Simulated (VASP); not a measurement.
Wanted: the native input for a VASP 6.6.1 run.

| Item | Value |
| --- | --- |
| Task | single point |
| Functional | PBE |
| Potentials or basis | VASP PAW PBE potentials, release 64 (Ti_sv, C) |
| Cutoff | 520 eV |
| k mesh | 16 × 16 × 16 |
| Occupations | fermi-dirac, width 0.03 eV |
| Spin | no spin polarisation |
| Dipole correction | no |
| Further INCAR settings | ALGO = Normal; EDIFF = 1e-07; NBANDS = 15 |

The structure of TiC lies in POSCAR:

```
TiC
1.0
    0.0000000000      2.1567624877      2.1567624877
    2.1567624877      0.0000000000      2.1567624877
    2.1567624877      2.1567624877      0.0000000000
Ti C
1 1
Direct
    0.0000000000      0.0000000000      0.0000000000
    0.5000000000      0.5000000000      0.5000000000
```

This cell differs from its parent crystal: volume scaled by 0.99.

One way to write it, as run:

INCAR

```
SYSTEM = TiC
PREC = Accurate
ENCUT = 520
EDIFF = 1E-7
ISMEAR = -1
SIGMA = 0.03
LREAL = .FALSE.
LASPH = .TRUE.
NELM = 60
ALGO = Normal
ISIF = 2
LWAVE = .FALSE.
LCHARG = .TRUE.
GGA = PE
LELF = .TRUE.
LVHAR = .TRUE.
NBANDS = 15
```

KPOINTS

```
Automatic mesh
0
G
  16 16 16
  0 0 0
```

Potentials or basis: VASP PAW PBE potentials, release 64 (Ti_sv, C).

Launch:

```bash
$ cat potpaw_PBE.64/Ti_sv/POTCAR potpaw_PBE.64/C/POTCAR > POTCAR
$ mpirun -np 1 vasp_std > vasp.out
```

Results of the run:

```json
{
 "Pressure": "3.7 GPa",
 "Band gap on the k mesh": "zero (band 8 reaches 10.26 eV, above the bottom of band 9 at 9.15 eV)"
}
```

Wall time 22 s on 1 thread of Intel(R) Xeon(R) Platinum 8559C (Emerald Rapids), on a shared host, peak memory 0.17 GiB.
